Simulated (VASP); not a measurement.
Write the native input for VASP 6.6.1 that does the following.

```yaml
Task: relaxation of cell and atoms
Functional: PBE
Potentials_or_basis: VASP PAW PBE potentials, release 64 (Ag)
Cutoff: 600 eV
k_mesh: 19 × 19 × 19
Occupations: fermi-dirac, width 0.1 eV
Spin: no spin polarisation
Target_pressure: 220 GPa
Dipole_correction: no
Further_INCAR_settings: ALGO = Normal; EDIFF = 1e-07; IBRION = 2; EDIFFG = -0.005; NSW = 60; ISIF = 3
```

The structure of Ag lies in POSCAR:

```
Ag
1.0
    0.0000000000      1.7376520968      1.7376520968
    1.7376520968      0.0000000000      1.7376520968
    1.7376520968      1.7376520968      0.0000000000
Ag
1
Direct
    0.0000000000      0.0000000000      0.0000000000
```

One way to write it, as run:

INCAR

```
SYSTEM = Ag
PREC     = Accurate       ! precision mode
ENCUT    = 600            ! plane-wave cutoff, eV
EDIFF    = 1E-7           ! SCF threshold, eV
ISMEAR   = -1             ! smearing method
SIGMA    = 0.1            ! smearing width, eV
LREAL    = .False.        ! projectors in reciprocal space
LASPH    = .True.         ! aspherical terms in the spheres
NELM     = 80             ! most SCF steps
ALGO     = Normal         ! electronic algorithm
ISIF     = 3              ! what is computed and relaxed
LWAVE    = .False.        ! write WAVECAR
LCHARG   = .False.        ! write CHGCAR
GGA      = PE             ! functional
IBRION   = 2              ! ionic algorithm
NSW      = 60             ! ionic steps
EDIFFG   = -0.005         ! ionic threshold
PSTRESS  = 2200.0
```

KPOINTS

```
Automatic mesh
0
Gamma
  19 19 19
  0 0 0
```

Potentials or basis: VASP PAW PBE potentials, release 64 (Ag).

Run with:

```console
$ cat potpaw_PBE.64/Ag/POTCAR > POTCAR
$ mpirun -np 1 vasp_std > vasp.out
```

Results of the run:

* Relaxed volume: 10.43 Å³/atom
* Relaxed cell: a = 2.453 Å, b = 2.453 Å, c = 2.453 Å, α = 60.00°, β = 60.00°, γ = 60.00°
* Space group after relaxing (to 0.05 Å): Fm-3m (No. 225)
* Energy change on relaxing (the enthalpy is what falls): +79.7 meV/atom
* Ionic steps: 4
* Pressure after relaxing: 220.0 GPa

Caveat: the cell is relaxed towards a set pressure, so the enthalpy falls and the energy may rise.

Wall time 38 s on 1 thread of Intel(R) Xeon(R) 6975P-C (Granite Rapids), on a shared host, peak memory 0.15 GiB.
